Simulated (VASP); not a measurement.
# CsPbCl3 (Pm-3m) in VASP: further runs

Runs on CsPbCl3. Level: PBE. Tasks: single point, relaxation of cell and atoms.

Program: VASP 6.6.1. These are calculated values, not measurements. Logs are shortened: lines on timing, memory, paths and dates and some standing lists are left out, and cuts for length are marked.

**1. The cell of the first run**

The structure is cubic, space group Pm-3m (No. 221). Conventional cell: a = 5.734 Å, b = 5.734 Å, c = 5.734 Å, α = 90.00°, β = 90.00°, γ = 90.00°. Within 5.3 Å of Cs (site symmetry m-3m) lie 12 Cl at 4.05 Å and 8 Pb at 4.97 Å. Within 3.8 Å of Pb (site symmetry m-3m) lie 6 Cl at 2.87 Å. Cl (site symmetry 4/mmm) has 2 Pb at 2.87 Å within 3.8 Å.

**2. Single point, PBE**

The input, INCAR:

```
SYSTEM = CsPbCl3
ALGO = Normal
EDIFF = 1E-6
ENCUT = 520
GGA = PE
ISIF = 2
ISMEAR = 0
LASPH = .True.
LCHARG = .True.
LELF = .True.
LREAL = .False.
LVHAR = .True.
LWAVE = .False.
NBANDS = 30
NELM = 100
PREC = Accurate
SIGMA = 0.02
```

The input, KPOINTS:

```
k-points
0
Gamma
  6 6 6
  0 0 0
```

The input, POSCAR:

```
CsPbCl3
1.0
    5.7344113919      0.0000000000      0.0000000000
    0.0000000000      5.7344113919      0.0000000000
    0.0000000000      0.0000000000      5.7344113919
Cs Pb Cl
1 1 3
Direct
    0.0000000000      0.0000000000      0.0000000000
    0.5000000000      0.5000000000      0.5000000000
    0.0000000000      0.5000000000      0.5000000000
    0.5000000000      0.0000000000      0.5000000000
    0.5000000000      0.5000000000      0.0000000000
```

Potentials or basis: VASP PAW PBE potentials, release 64 (Cs_sv, Pb_d, Cl).

Started as:

```
> cat potpaw_PBE.64/Cs_sv/POTCAR potpaw_PBE.64/Pb_d/POTCAR potpaw_PBE.64/Cl/POTCAR > POTCAR
> mpirun -np 1 vasp_std > vasp.out
```

OUTCAR:

```text
SYSTEM = CsPbCl3
   EDIFF = 1E-6
   ENCUT = 520
   GGA = PE
   ISIF = 2
   ISMEAR = 0
   LASPH = .True.
   LREAL = .False.
   NELM = 100
   PREC = Accurate

 ion  position               nearest neighbor table
   1  0.000  0.000  0.000-
   2  0.500  0.500  0.500-   3 2.87   4 2.87   5 2.87   5 2.87   4 2.87   3 2.87
   3  0.000  0.500  0.500-   2 2.87   2 2.87
   4  0.500  0.000  0.500-   2 2.87   2 2.87
   5  0.500  0.500  0.000-   2 2.87   2 2.87

  LATTYP: Found a simple cubic cell.
 ALAT       =     5.7344113919

  Lattice vectors:

 A1 = (   5.7344113919,   0.0000000000,   0.0000000000)
 A2 = (   0.0000000000,   5.7344113919,   0.0000000000)
 A3 = (   0.0000000000,   0.0000000000,   5.7344113919)

Analysis of symmetry for initial positions (statically):
=====================================================================
 Subroutine PRICEL returns:
 Original cell was already a primitive cell.

 Routine SETGRP: Setting up the symmetry group for a
 simple cubic supercell.

 Subroutine GETGRP returns: Found 48 space group operations
 (whereof 48 operations were pure point group operations)
 out of a pool of 48 trial point group operations.

The static configuration has the point symmetry O_h .

Analysis of symmetry for dynamics (positions and initial velocities):
=====================================================================
 Subroutine PRICEL returns:
 Original cell was already a primitive cell.

 Routine SETGRP: Setting up the symmetry group for a
 simple cubic supercell.

 Subroutine GETGRP returns: Found 48 space group operations
 (whereof 48 operations were pure point group operations)
 out of a pool of 48 trial point group operations.

The dynamic configuration has the point symmetry O_h .

 Subroutine INISYM returns: Found 48 space group operations
 (whereof 48 operations are pure point group operations),
 and found     1 'primitive' translations

----------------------------------------------------------------------------------------

                                     Primitive cell

  volume of cell :     188.5674

  direct lattice vectors                    reciprocal lattice vectors
     5.734411392  0.000000000  0.000000000     0.174385814  0.000000000  0.000000000
     0.000000000  5.734411392  0.000000000     0.000000000  0.174385814  0.000000000
     0.000000000  0.000000000  5.734411392     0.000000000  0.000000000  0.174385814

  length of vectors
     5.734411392  5.734411392  5.734411392     0.174385814  0.174385814  0.174385814

  position of ions in fractional coordinates (direct lattice)
     0.000000000  0.000000000  0.000000000
     0.500000000  0.500000000  0.500000000
     0.000000000  0.500000000  0.500000000
     0.500000000  0.000000000  0.500000000
     0.500000000  0.500000000  0.000000000

  ion indices of the primitive-cell ions
   primitive index   ion index
                 1           1
                 2           2
                 3           3
                 4           4
                 5           5

----------------------------------------------------------------------------------------

 KPOINTS: k-points

Automatic generation of k-mesh.
 Grid dimensions read from file:
 generate k-points for:    6    6    6

 Generating k-lattice:

  Cartesian coordinates                     Fractional coordinates (reciprocal lattice)
     0.029064302  0.000000000  0.000000000     0.166666667  0.000000000  0.000000000
     0.000000000  0.029064302  0.000000000     0.000000000  0.166666667  0.000000000
     0.000000000  0.000000000  0.029064302     0.000000000  0.000000000  0.166666667

  Length of vectors
     0.029064302  0.029064302  0.029064302

  Shift w.r.t. Gamma in fractional coordinates (k-lattice)
     0.000000000  0.000000000  0.000000000

 Subroutine IBZKPT returns following result:
 ===========================================

 Found     20 irreducible k-points:

 Following reciprocal coordinates:
            Coordinates               Weight
  0.000000  0.000000  0.000000      1.000000
  0.166667  0.000000  0.000000      6.000000
  0.333333  0.000000  0.000000      6.000000
  0.500000  0.000000  0.000000      3.000000
  0.166667  0.166667  0.000000     12.000000
  0.333333  0.166667  0.000000     24.000000
[... 12 lines left out ...]
  0.500000  0.500000  0.333333      6.000000
  0.500000  0.500000  0.500000      1.000000
   k-points           NKPTS =     20   k-points in BZ     NKDIM =     20   number of bands    NBANDS=     30
   number of dos      NEDOS =    301   number of ions     NIONS =      5
   total plane-waves  NPLWV = 110592
   dimension x,y,z NGX =    48 NGY =   48 NGZ =   48
   dimension x,y,z NGXF=    96 NGYF=   96 NGZF=   96
   ions per type =               1   1   3
   NGX,Y,Z   is equivalent  to a cutoff of  13.92, 13.92, 13.92 a.u.
   NGXF,Y,Z  is equivalent  to a cutoff of  27.83, 27.83, 27.83 a.u.
 SYSTEM =  CsPbCl3
   PREC   = accura    normal or accurate (medium, high low for compatibility)
   ISTART =      0    job   : 0-new  1-cont  2-samecut
   ICHARG =      2    charge: 1-file 2-atom 10-const
   ISPIN  =      1    spin polarized calculation?
   LNONCOLLINEAR =      F non collinear calculations
   LSORBIT =      F    spin-orbit coupling
   LASPH  =      T    aspherical Exc in radial PAW
   ENCUT  =  520.0 eV  38.22 Ry    6.18 a.u.  10.66 10.66 10.66*2*pi/ulx,y,z
   NELM   =    100;   NELMIN=  2; NELMDL= -5     # of ELM steps
   EDIFF  = 0.1E-05   stopping-criterion for ELM
   LREAL  =      F    real-space projection
   EDIFFG = 0.1E-04   stopping-criterion for IOM
   NSW    =      0    number of steps for IOM
   IBRION =     -1    ionic relax: 0-MD 1-quasi-New 2-CG
   NFREE  =      0    steps in history (QN), initial steepest desc. (CG)
   ISIF   =      2    stress and relaxation
   ISYM   =      2    0-nonsym 1-usesym 2-fastsym
   POTIM  = 0.5000    time-step for ionic-motion
   TEBEG  =    0.0;   TEEND  =   0.0 temperature during run
   PSTRESS=    0.0 pullay stress
   NELECT =      44.0000    total number of electrons
   NUPDOWN=      -1.0000    fix difference up-down
   EMIN   =  10.00;   EMAX   =-10.00  energy-range for DOS
   EFERMI =   0.00;   METHOD = LEGACY
   ISMEAR =     0;   SIGMA  =   0.02  broadening in eV -4-tet -1-fermi 0-gaus
   EFERMI_NEDOS =   21; number of points for ismear=-14 and -15
   IALGO  =     38    algorithm
   IMIX   =      4    mixing-type and parameters
     AMIX     =   0.40;   BMIX     =  1.00
     AMIX_MAG =   1.60;   BMIX_MAG =  1.00
  volume/ion in A,a.u.               =      37.71       254.50
  Fermi-wavevector in a.u.,A,eV,Ry     =   1.007868  1.904594 13.820762  1.015797
  Thomas-Fermi vector in A             =   2.140699
   LORBIT       =      0    0 simple, 1 ext, 2 COOP (PROOUT), +10 PAW based schemes
   GGA     = PE    functional components
   LHFCALC =     F    Hartree Fock is set to
   AEXX    =    0.0000 exact exchange contribution
   IVDW    =     0    specifies the selected vdW correction
   LEPSILON=     F    determine dielectric tensor
   LRPA    =     F    only Hartree local field effects (RPA)
 non-spin polarized calculation
 Gauss-broadening in eV      SIGMA  =   0.02
  energy-cutoff  :      520.00
  volume of cell :      188.57
 maximum number of plane-waves:      5112
 NGX is ok and might be reduce to    48
   NGX = 21   NGY = 21   NGZ = 21

 number of electron      44.0000012 magnetization

 Free energy of the ion-electron system (eV)
  ---------------------------------------------------
  ext. energy  EPLUGINS =         0.00000000
  ---------------------------------------------------
  free energy    TOTEN  =       -17.56538727 eV

  energy without entropy =      -17.56538727  energy(sigma->0) =      -17.56538727

 E-fermi :   1.0561     XC(G=0):  -7.5310

 val. band max:        0.9625231975   @ k =   0.5000   0.5000   0.5000
 cond. band min:       3.1778418171   @ k =   0.5000   0.5000   0.5000
 fundamental gap:      2.2153186196
 Fermi energy:         1.0560718363

 k-point     1 :       0.0000    0.0000    0.0000
  band No.  band energies     occupation
      1     -20.0716      2.00000
      2     -15.5451      2.00000
      3     -15.5451      2.00000
      4     -15.3863      2.00000
      5     -15.3863      2.00000
      6     -15.3863      2.00000
[... 22 lines left out ...]
     29       7.0173      0.00000
     30       7.0173      0.00000

 k-point     2 :       0.1667    0.0000    0.0000
  band No.  band energies     occupation
      1     -20.0713      2.00000
      2     -15.5451      2.00000
      3     -15.5277      2.00000
      4     -15.3865      2.00000
      5     -15.3865      2.00000
      6     -15.3863      2.00000
[... 22 lines left out ...]
     29       6.6825      0.00000
     30       7.1873      0.00000

 k-point     3 :       0.3333    0.0000    0.0000
  band No.  band energies     occupation
      1     -20.0706      2.00000
      2     -15.5450      2.00000
      3     -15.4921      2.00000
      4     -15.3870      2.00000
      5     -15.3870      2.00000
      6     -15.3863      2.00000
[... 22 lines left out ...]
     29       6.9069      0.00000
     30       7.6593      0.00000

 k-point     4 :       0.5000    0.0000    0.0000
  band No.  band energies     occupation
      1     -20.0702      2.00000
      2     -15.5450      2.00000
      3     -15.4738      2.00000
      4     -15.3873      2.00000
      5     -15.3873      2.00000
      6     -15.3863      2.00000
[... 22 lines left out ...]
     29       7.0731      0.00000
     30       8.1194      0.00000

 k-point     5 :       0.1667    0.1667    0.0000
  band No.  band energies     occupation
      1     -20.0709      2.00000
      2     -15.5365      2.00000
      3     -15.5185      2.00000
      4     -15.3868      2.00000
      5     -15.3865      2.00000
      6     -15.3865      2.00000
[... 22 lines left out ...]
     29       6.8101      0.00000
     30       7.2284      0.00000
[... 394 lines left out ...]
     29       7.2906      0.00000
     30       7.5955      0.00000

 k-point    18 :       0.5000    0.3333    0.3333
  band No.  band energies     occupation
      1     -20.0685      2.00000
      2     -15.4613      2.00000
      3     -15.4410      2.00000
      4     -15.3880      2.00000
      5     -15.3880      2.00000
      6     -15.3877      2.00000
[... 22 lines left out ...]
     29       7.1220      0.00000
     30       7.5121      0.00000

 k-point    19 :       0.5000    0.5000    0.3333
  band No.  band energies     occupation
      1     -20.0682      2.00000
      2     -15.4513      2.00000
      3     -15.4304      2.00000
      4     -15.3882      2.00000
      5     -15.3880      2.00000
      6     -15.3880      2.00000
[... 22 lines left out ...]
     29       6.9678      0.00000
     30       7.6911      0.00000

 k-point    20 :       0.5000    0.5000    0.5000
  band No.  band energies     occupation
      1     -20.0679      2.00000
      2     -15.4303      2.00000
      3     -15.4303      2.00000
      4     -15.3882      2.00000
      5     -15.3882      2.00000
      6     -15.3882      2.00000
[... 22 lines left out ...]
     29       6.8644      0.00000
     30       8.0044      0.00000

------------------------ aborting loop because EDIFF is reached ----------------------------------------

  FORCE on cell =-STRESS in cart. coord.  units (eV):
  Direction    XX          YY          ZZ          XY          YZ          ZX
  --------------------------------------------------------------------------------------
  -------------------------------------------------------------------------------------
  Total       -0.0384652     -0.0384652     -0.0384652     -0.0000000     -0.0000000      0.0000000
  in kB       -0.3268228     -0.3268228     -0.3268228     -0.0000000     -0.0000000      0.0000000
  external PRESSURE =      -0.3268228 kB  Pullay stress =       0.0000000 kB

 VOLUME and BASIS-vectors are now :
 -----------------------------------------------------------------------------
  energy-cutoff  :      520.00
  volume of cell :      188.57
      direct lattice vectors                 reciprocal lattice vectors
     5.734411392  0.000000000  0.000000000     0.174385814  0.000000000  0.000000000
     0.000000000  5.734411392  0.000000000     0.000000000  0.174385814  0.000000000
     0.000000000  0.000000000  5.734411392     0.000000000  0.000000000  0.174385814

 POSITION                                       TOTAL-FORCE (eV/Angst)
 -----------------------------------------------------------------------------------
      0.00000      0.00000      0.00000         0.000000      0.000000      0.000000
      2.86721      2.86721      2.86721         0.000000      0.000000      0.000000
      0.00000      2.86721      2.86721         0.000000      0.000000      0.000000
      2.86721      0.00000      2.86721         0.000000      0.000000      0.000000
      2.86721      2.86721      0.00000         0.000000      0.000000      0.000000
 -----------------------------------------------------------------------------------
    total drift:                                0.000000     -0.000000     -0.000000

  FREE ENERGIE OF THE ION-ELECTRON SYSTEM (eV)
  ---------------------------------------------------
  free  energy   TOTEN  =       -17.5653872698 eV

  energy  without entropy=      -17.5653872698  energy(sigma->0) =      -17.56538727
```

Run time: 2.1 min. Hardware: 1 thread of Oxide Virtual Turin-like, shared host; peak memory 0.35 GiB.

Results:

```yaml
Free_energy: -17.5654 eV
Pressure: 0.0 GPa
Band_gap_on_the_k_mesh: 2.22 eV, direct
```

Levels at points of the mesh, in eV from the valence-band top:
| k point | band 19 | band 20 | band 21 | band 22 | band 23 | band 24 | band 25 | band 26 |
| --- | --- | --- | --- | --- | --- | --- | --- | --- |
| (0.00, 0.00, 0.00) | -2.12 | -2.05 | -2.05 | -2.05 | 3.67 | 4.75 | 4.75 | 5.63 |
| (0.50, 0.00, 0.00) | -2.22 | -2.13 | -2.13 | -1.44 | 3.15 | 4.99 | 5.40 | 5.40 |
| (0.50, 0.50, 0.00) | -2.29 | -2.29 | -1.76 | -0.70 | 2.72 | 2.72 | 5.04 | 5.71 |
| (0.50, 0.50, 0.50) | -1.75 | -1.75 | -1.75 | 0.00 | 2.22 | 2.22 | 2.22 | 5.43 |

Caveat: spin-orbit coupling is left out, which moves the levels of the heavy elements.

**3. Relaxation of cell and atoms, PBE**

This run uses another cell than the first one, of 36.65 Å³/atom, 0.972 times its volume.

The input, INCAR:

```
ALGO = Normal ; EDIFF = 1E-7
EDIFFG = -0.005 ; ENCUT = 600
GGA = PE ; IBRION = 2
ISIF = 3 ; ISMEAR = 0
LASPH = True ; LCHARG = False
LREAL = False ; LWAVE = False
NELM = 100 ; NSW = 100
PREC = Accurate ; SIGMA = 0.02
```

The input, KPOINTS:

```
k-points
0
Gamma
  6 6 6
```

POSCAR, as its differences from that of step 2:

```diff
@@ -2,5 +2,5 @@
 1.0
-    5.7344113919      0.0000000000      0.0000000000
-    0.0000000000      5.7344113919      0.0000000000
-    0.0000000000      0.0000000000      5.7344113919
+    5.6798447700      0.0000000000      0.0000000000
+    0.0000000000      5.6798447700      0.0000000000
+    0.0000000000      0.0000000000      5.6798447700
 Cs Pb Cl
```

Potentials or basis: VASP PAW PBE potentials, release 64 (Cs_sv, Pb_d, Cl).

Started as:

```
> cat potpaw_PBE.64/Cs_sv/POTCAR potpaw_PBE.64/Pb_d/POTCAR potpaw_PBE.64/Cl/POTCAR > POTCAR
> mpirun -np 1 vasp_std > vasp.out
```

It took 4.3 min on 1 thread of Oxide Virtual Turin-like, shared host; peak memory 0.38 GiB.

The run converged. Its results:

| Quantity | Value |
| --- | --- |
| Free energy | -17.5657 eV |
| Relaxed volume | 37.72 Å³/atom |
| Relaxed cell | a = 5.735 Å, b = 5.735 Å, c = 5.735 Å, α = 90.00°, β = 90.00°, γ = 90.00° |
| Space group after relaxing (to 0.05 Å) | Pm-3m (No. 221) |
| Energy gained by relaxing | 2.2 meV/atom |
| Ionic steps | 3 |
| Pressure after relaxing | 0.0 GPa |
| Band gap on the k mesh | 2.22 eV, direct |

The path:
```tsv
step	energy change (eV)	largest force (eV/Å)	pressure (GPa)	volume (Å³)
1	0.0000	0.0000	0.68	183.24
2	-0.0105	0.0000	0.14	187.38
3	-0.0110	0.0000	0.00	188.60
```

Final structure:
```xyz
5
Lattice="5.7347 0.0000 0.0000 0.0000 5.7347 0.0000 0.0000 0.0000 5.7347" Properties=species:S:1:pos:R:3 pbc="T T T"
Cs    0.0000    0.0000    0.0000
Pb    2.8674    2.8674    2.8674
Cl    0.0000    2.8674    2.8674
Cl    2.8674    0.0000    2.8674
Cl    2.8674    2.8674    0.0000
```

Levels at points of the mesh, in eV from the valence-band top:
```csv
k point,band 19,band 20,band 21,band 22,band 23,band 24,band 25,band 26
"(0.00, 0.00, 0.00)",-2.12,-2.04,-2.04,-2.04,3.67,4.75,4.75,5.63
"(0.50, 0.00, 0.00)",-2.22,-2.13,-2.13,-1.44,3.15,4.99,5.40,5.40
"(0.50, 0.50, 0.00)",-2.29,-2.29,-1.76,-0.70,2.72,2.72,5.04,5.71
"(0.50, 0.50, 0.50)",-1.75,-1.75,-1.75,0.00,2.22,2.22,2.22,5.43
```

Caveat: spin-orbit coupling is left out, which moves the levels of the heavy elements. A k mesh can miss the band edges.
